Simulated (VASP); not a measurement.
# Al2O3 (P-3m1) in VASP: single point with r2SCAN

Aim: the single point of Al2O3 with r2SCAN.

Program: VASP 6.6.1. These are calculated values, not measurements. Logs are shortened: lines on timing, memory, paths and dates and some standing lists are left out, and cuts for length are marked.

### 1 The cell of the first run

It takes space group P-3m1 (No. 164, trigonal). The conventional cell has a = 2.986 Å, b = 2.986 Å, c = 7.600 Å, α = 90.00°, β = 90.00°, γ = 120.00°. Al (site symmetry 3m) has 4 O at 1.67 to 1.82 Å within 2.2 Å. O (site symmetry 3m) has 3 Al at 1.82 Å within 2.4 Å. O (site symmetry -3m) has 2 Al at 1.67 Å within 2.2 Å.

### 2 Single point, r2SCAN

File POSCAR:

```
Al2O3
1.0
    2.9858631080     -0.0000002857      0.0000000000
   -1.4929313066      2.5858334466      0.0000000000
    0.0000000000      0.0000000000      7.5998861466
Al O
2 3
Direct
    0.0000000000      0.0000000000      0.2809022250
    0.0000000000      0.0000000000      0.7190977750
    0.3333333333      0.6666666667      0.2045136267
    0.6666666667      0.3333333333      0.7954863733
    0.0000000000      0.0000000000      0.5000000000
```

File INCAR.step1:

```
PREC = Accurate
ENCUT = 520
ISMEAR = 0
SIGMA = 0.01
LREAL = False
LASPH = True
NELM = 80
NBANDS = 20
GGA = PE
ALGO = Normal
EDIFF = 1E-4
LWAVE = True
LCHARG = False
```

File INCAR.step2:

```
PREC = Accurate
ENCUT = 520
EDIFF = 1E-6
ISMEAR = 0
SIGMA = 0.01
LREAL = False
LASPH = True
NELM = 80
ALGO = Normal
ISIF = 2
LWAVE = False
LCHARG = True
METAGGA = R2SCAN
LMIXTAU = True
LELF = True
LVHAR = True
NBANDS = 20
ISTART = 1
```

File KPOINTS:

```
regular mesh
0
Gamma
  7 7 3
```

Potentials or basis: VASP PAW PBE potentials, release 64 (Al, O).

Started as:

```bash
cat potpaw_PBE.64/Al/POTCAR potpaw_PBE.64/O/POTCAR > POTCAR
cp INCAR.step1 INCAR
mpirun -np 1 vasp_std > vasp.out
cp INCAR.step2 INCAR
mpirun -np 1 vasp_std > vasp.out
```

OUTCAR:

```text
PREC = Accurate
   ENCUT = 520
   EDIFF = 1E-6
   ISMEAR = 0
   LREAL = False
   LASPH = True
   NELM = 80
   ISIF = 2
   METAGGA = R2SCAN
   ISTART = 1

 ion  position               nearest neighbor table
   1  0.000  0.000  0.281-   5 1.67   3 1.82   3 1.82   3 1.82   2 3.33
   2  0.000  0.000  0.719-   5 1.67   4 1.82   4 1.82   4 1.82   1 3.33
   3  0.333  0.667  0.205-   1 1.82   1 1.82   1 1.82
   4  0.667  0.333  0.795-   2 1.82   2 1.82   2 1.82
   5  0.000  0.000  0.500-   1 1.67   2 1.67

  LATTYP: Found a hexagonal cell.
 ALAT       =     2.9858631080
 C/A-ratio  =     2.5452895433

  Lattice vectors:

 A1 = (   2.9858631080,  -0.0000002857,   0.0000000000)
 A2 = (  -1.4929313066,   2.5858334466,   0.0000000000)
 A3 = (   0.0000000000,   0.0000000000,   7.5998861466)

Analysis of symmetry for initial positions (statically):
=====================================================================
 Subroutine PRICEL returns:
 Original cell was already a primitive cell.

 Routine SETGRP: Setting up the symmetry group for a
 hexagonal supercell.

 Subroutine GETGRP returns: Found 12 space group operations
 (whereof 12 operations were pure point group operations)
 out of a pool of 24 trial point group operations.

The static configuration has the point symmetry D_3d.

Analysis of symmetry for dynamics (positions and initial velocities):
=====================================================================
 Subroutine PRICEL returns:
 Original cell was already a primitive cell.

 Routine SETGRP: Setting up the symmetry group for a
 hexagonal supercell.

 Subroutine GETGRP returns: Found 12 space group operations
 (whereof 12 operations were pure point group operations)
 out of a pool of 24 trial point group operations.

The dynamic configuration has the point symmetry D_3d.

 Subroutine INISYM returns: Found 12 space group operations
 (whereof 12 operations are pure point group operations),
 and found     1 'primitive' translations

----------------------------------------------------------------------------------------

                                     Primitive cell

  volume of cell :      58.6783

  direct lattice vectors                    reciprocal lattice vectors
     2.985863108 -0.000000286  0.000000000     0.334911555  0.193361233  0.000000000
    -1.492931307  2.585833447  0.000000000     0.000000037  0.386722531  0.000000000
     0.000000000  0.000000000  7.599886147     0.000000000  0.000000000  0.131580919

  length of vectors
     2.985863108  2.985863108  7.599886147     0.386722531  0.386722531  0.131580919

  position of ions in fractional coordinates (direct lattice)
     0.000000000  0.000000000  0.280902225
     0.000000000  0.000000000  0.719097775
     0.333333333  0.666666667  0.204513627
     0.666666667  0.333333333  0.795486373
     0.000000000  0.000000000  0.500000000

  ion indices of the primitive-cell ions
   primitive index   ion index
                 1           1
                 2           2
                 3           3
                 4           4
                 5           5

----------------------------------------------------------------------------------------

 KPOINTS: regular mesh

Automatic generation of k-mesh.
 Grid dimensions read from file:
 generate k-points for:    7    7    3

 Generating k-lattice:

  Cartesian coordinates                     Fractional coordinates (reciprocal lattice)
     0.047844508  0.027623033  0.000000000     0.142857143  0.000000000  0.000000000
     0.000000005  0.055246076  0.000000000    -0.000000000  0.142857143  0.000000000
     0.000000000  0.000000000  0.043860306     0.000000000  0.000000000  0.333333333

  Length of vectors
     0.055246076  0.055246076  0.043860306

  Shift w.r.t. Gamma in fractional coordinates (k-lattice)
     0.000000000  0.000000000  0.000000000

 Subroutine IBZKPT returns following result:
 ===========================================

 Found     20 irreducible k-points:

 Following reciprocal coordinates:
            Coordinates               Weight
  0.000000  0.000000  0.000000      1.000000
  0.142857  0.000000  0.000000      6.000000
  0.285714  0.000000  0.000000      6.000000
  0.428571  0.000000  0.000000      6.000000
  0.142857  0.142857  0.000000      6.000000
  0.285714  0.142857  0.000000     12.000000
[... 12 lines left out ...]
  0.428571  0.142857  0.333333     12.000000
  0.285714  0.285714  0.333333     12.000000
   k-points           NKPTS =     20   k-points in BZ     NKDIM =     20   number of bands    NBANDS=     20
   number of dos      NEDOS =    301   number of ions     NIONS =      5
   total plane-waves  NPLWV =  34560
   dimension x,y,z NGX =    24 NGY =   24 NGZ =   60
   dimension x,y,z NGXF=    48 NGYF=   48 NGZF=  120
   ions per type =               2   3
   NGX,Y,Z   is equivalent  to a cutoff of  13.36, 13.36, 13.12 a.u.
   NGXF,Y,Z  is equivalent  to a cutoff of  26.73, 26.73, 26.25 a.u.
 SYSTEM =  unknown system
   PREC   = accura    normal or accurate (medium, high low for compatibility)
   ISTART =      1    job   : 0-new  1-cont  2-samecut
   ICHARG =      0    charge: 1-file 2-atom 10-const
   ISPIN  =      1    spin polarized calculation?
   LNONCOLLINEAR =      F non collinear calculations
   LSORBIT =      F    spin-orbit coupling
   LASPH  =      T    aspherical Exc in radial PAW
   ENCUT  =  520.0 eV  38.22 Ry    6.18 a.u.   5.55  5.55 14.13*2*pi/ulx,y,z
   NELM   =     80;   NELMIN=  2; NELMDL=  0     # of ELM steps
   EDIFF  = 0.1E-05   stopping-criterion for ELM
   LREAL  =      F    real-space projection
   EDIFFG = 0.1E-04   stopping-criterion for IOM
   NSW    =      0    number of steps for IOM
   IBRION =     -1    ionic relax: 0-MD 1-quasi-New 2-CG
   NFREE  =      0    steps in history (QN), initial steepest desc. (CG)
   ISIF   =      2    stress and relaxation
   ISYM   =      2    0-nonsym 1-usesym 2-fastsym
   POTIM  = 0.5000    time-step for ionic-motion
   TEBEG  =    0.0;   TEEND  =   0.0 temperature during run
   PSTRESS=    0.0 pullay stress
   NELECT =      24.0000    total number of electrons
   NUPDOWN=      -1.0000    fix difference up-down
   EMIN   =  10.00;   EMAX   =-10.00  energy-range for DOS
   EFERMI =   0.00;   METHOD = LEGACY
   ISMEAR =     0;   SIGMA  =   0.01  broadening in eV -4-tet -1-fermi 0-gaus
   EFERMI_NEDOS =   21; number of points for ismear=-14 and -15
   IALGO  =     38    algorithm
   IMIX   =      4    mixing-type and parameters
     AMIX     =   0.40;   BMIX     =  1.00
     AMIX_MAG =   1.60;   BMIX_MAG =  1.00
  volume/ion in A,a.u.               =      11.74        79.20
  Fermi-wavevector in a.u.,A,eV,Ry     =   1.215214  2.296421 20.092335  1.476745
  Thomas-Fermi vector in A             =   2.350608
   LORBIT       =      0    0 simple, 1 ext, 2 COOP (PROOUT), +10 PAW based schemes
   METAGGA = R2SCAN    functional components
   LHFCALC =     F    Hartree Fock is set to
   AEXX    =    0.0000 exact exchange contribution
   IVDW    =     0    specifies the selected vdW correction
   LEPSILON=     F    determine dielectric tensor
   LRPA    =     F    only Hartree local field effects (RPA)
 non-spin polarized calculation
 Gauss-broadening in eV      SIGMA  =   0.01
  energy-cutoff  :      520.00
  volume of cell :       58.68
 maximum number of plane-waves:      1612
 NGX is ok and might be reduce to    24
   NGX = 11   NGY = 11   NGZ = 29

 number of electron      24.0000006 magnetization

 Free energy of the ion-electron system (eV)
  ---------------------------------------------------
  ext. energy  EPLUGINS =         0.00000000
  ---------------------------------------------------
  free energy    TOTEN  =       -46.64960048 eV

  energy without entropy =      -46.64960048  energy(sigma->0) =      -46.64960048

 E-fermi :   3.6895     XC(G=0): -10.1980

 val. band max:        3.6456828799   @ k =   0.0000   0.0000   0.0000
 cond. band min:       6.7842673223   @ k =   0.0000   0.0000   0.0000
 fundamental gap:      3.1385844424
 Fermi energy:         3.6894621472

 k-point     1 :       0.0000    0.0000    0.0000
  band No.  band energies     occupation
      1     -17.2244      2.00000
      2     -17.0488      2.00000
      3     -14.3042      2.00000
      4      -2.3794      2.00000
      5      -1.0627      2.00000
      6      -0.3229      2.00000
[... 12 lines left out ...]
     19      16.9492      0.00000
     20      17.3244      0.00000

 k-point     2 :       0.1429    0.0000    0.0000
  band No.  band energies     occupation
      1     -17.0678      2.00000
      2     -16.9095      2.00000
      3     -14.2194      2.00000
      4      -2.3304      2.00000
      5      -1.1714      2.00000
      6      -0.9303      2.00000
[... 12 lines left out ...]
     19      17.0058      0.00000
     20      17.4413      0.00000

 k-point     3 :       0.2857    0.0000    0.0000
  band No.  band energies     occupation
      1     -16.6862      2.00000
      2     -16.5787      2.00000
      3     -14.0261      2.00000
      4      -2.9403      2.00000
      5      -2.5303      2.00000
      6      -1.1703      2.00000
[... 12 lines left out ...]
     19      16.8073      0.00000
     20      18.0831      0.00000

 k-point     4 :       0.4286    0.0000    0.0000
  band No.  band energies     occupation
      1     -16.3366      2.00000
      2     -16.2986      2.00000
      3     -13.8714      2.00000
      4      -3.7756      2.00000
      5      -3.4999      2.00000
      6      -0.9693      2.00000
[... 12 lines left out ...]
     19      15.9396      0.00000
     20      18.2328      0.00000

 k-point     5 :       0.1429    0.1429    0.0000
  band No.  band energies     occupation
      1     -16.7975      2.00000
      2     -16.6733      2.00000
      3     -14.0797      2.00000
      4      -2.6137      2.00000
      5      -2.0660      2.00000
      6      -1.2015      2.00000
[... 12 lines left out ...]
     19      16.6249      0.00000
     20      17.9846      0.00000

 k-point     6 :       0.2857    0.1429    0.0000
  band No.  band energies     occupation
      1     -16.4259      2.00000
      2     -16.3609      2.00000
      3     -13.9043      2.00000
      4      -3.3465      2.00000
      5      -3.0423      2.00000
      6      -1.3697      2.00000
[... 12 lines left out ...]
     19      16.2501      0.00000
     20      17.7453      0.00000

 k-point     7 :       0.4286    0.1429    0.0000
  band No.  band energies     occupation
      1     -16.2357      2.00000
      2     -16.2243      2.00000
      3     -13.8266      2.00000
      4      -3.6989      2.00000
      5      -3.4518      2.00000
      6      -1.5659      2.00000
[... 12 lines left out ...]
     19      15.7702      0.00000
     20      17.6895      0.00000
[... 185 lines left out ...]
 k-point    16 :       0.1429    0.1429    0.3333
  band No.  band energies     occupation
      1     -16.7683      2.00000
      2     -16.7045      2.00000
      3     -14.0771      2.00000
      4      -2.5980      2.00000
      5      -2.0281      2.00000
      6      -1.4888      2.00000
[... 12 lines left out ...]
     19      17.5022      0.00000
     20      17.9945      0.00000

 k-point    17 :       0.2857    0.1429    0.3333
  band No.  band energies     occupation
      1     -16.4140      2.00000
      2     -16.3732      2.00000
      3     -13.9040      2.00000
      4      -3.3707      2.00000
      5      -2.9945      2.00000
      6      -1.4162      2.00000
[... 12 lines left out ...]
     19      16.6986      0.00000
     20      17.7006      0.00000

 k-point    18 :      -0.1429    0.4286    0.3333
  band No.  band energies     occupation
      1     -16.4058      2.00000
      2     -16.3817      2.00000
      3     -13.9036      2.00000
      4      -3.3907      2.00000
      5      -2.9786      2.00000
      6      -1.4228      2.00000
[... 12 lines left out ...]
     19      16.6749      0.00000
     20      17.4851      0.00000

 k-point    19 :       0.4286    0.1429    0.3333
  band No.  band energies     occupation
      1     -16.2392      2.00000
      2     -16.2204      2.00000
      3     -13.8268      2.00000
      4      -3.7597      2.00000
      5      -3.3813      2.00000
      6      -1.6183      2.00000
[... 12 lines left out ...]
     19      16.0914      0.00000
     20      17.5183      0.00000

 k-point    20 :       0.2857    0.2857    0.3333
  band No.  band energies     occupation
      1     -16.1994      2.00000
      2     -16.1881      2.00000
      3     -13.8051      2.00000
      4      -3.3243      2.00000
      5      -3.0043      2.00000
      6      -2.3496      2.00000
[... 12 lines left out ...]
     19      16.0153      0.00000
     20      16.7806      0.00000

------------------------ aborting loop because EDIFF is reached ----------------------------------------

  FORCE on cell =-STRESS in cart. coord.  units (eV):
  Direction    XX          YY          ZZ          XY          YZ          ZX
  --------------------------------------------------------------------------------------
  -------------------------------------------------------------------------------------
  Total       -0.0759951     -0.0759951      0.1392368      0.0000000      0.0000000      0.0000000
  in kB       -2.0750029     -2.0750029      3.8017825      0.0000000      0.0000000      0.0000000
  external PRESSURE =      -0.1160744 kB  Pullay stress =       0.0000000 kB

 VOLUME and BASIS-vectors are now :
 -----------------------------------------------------------------------------
  energy-cutoff  :      520.00
  volume of cell :       58.68
      direct lattice vectors                 reciprocal lattice vectors
     2.985863108 -0.000000286  0.000000000     0.334911555  0.193361233  0.000000000
    -1.492931307  2.585833447  0.000000000     0.000000037  0.386722531  0.000000000
     0.000000000  0.000000000  7.599886147     0.000000000  0.000000000  0.131580919

 POSITION                                       TOTAL-FORCE (eV/Angst)
 -----------------------------------------------------------------------------------
      0.00000      0.00000      2.13482        -0.000000     -0.000000     -0.085817
      0.00000      0.00000      5.46506         0.000000     -0.000000      0.085817
      0.00000      1.72389      1.55428         0.000000     -0.000000      0.021826
      1.49293      0.86194      6.04561         0.000000      0.000000     -0.021826
      0.00000      0.00000      3.79994         0.000000     -0.000000      0.000000
 -----------------------------------------------------------------------------------
    total drift:                                0.000000     -0.000000      0.000000

  FREE ENERGIE OF THE ION-ELECTRON SYSTEM (eV)
  ---------------------------------------------------
  free  energy   TOTEN  =       -46.6496004826 eV

  energy  without entropy=      -46.6496004826  energy(sigma->0) =      -46.64960048
```

It took 1.7 min on 1 thread of AMD EPYC 7R13 (Zen 3), shared host; peak memory 0.15 GiB.

Results:

```
Free energy            : -46.6496 eV
Pressure               : 0.0 GPa
Largest force          : 0.086 eV/Å
Band gap on the k mesh : 3.14 eV, direct
```

Forces in eV/Å, atoms in the order of the input:
```
Al   0.000  0.000 -0.086
Al   0.000  0.000  0.086
O    0.000  0.000  0.022
O    0.000  0.000 -0.022
O    0.000  0.000  0.000
```

Caveat: the PAW data sets were made with another functional, which shifts forces and pressure a little. r2SCAN opens gaps a little over a GGA but as a rule still falls short of measured ones.
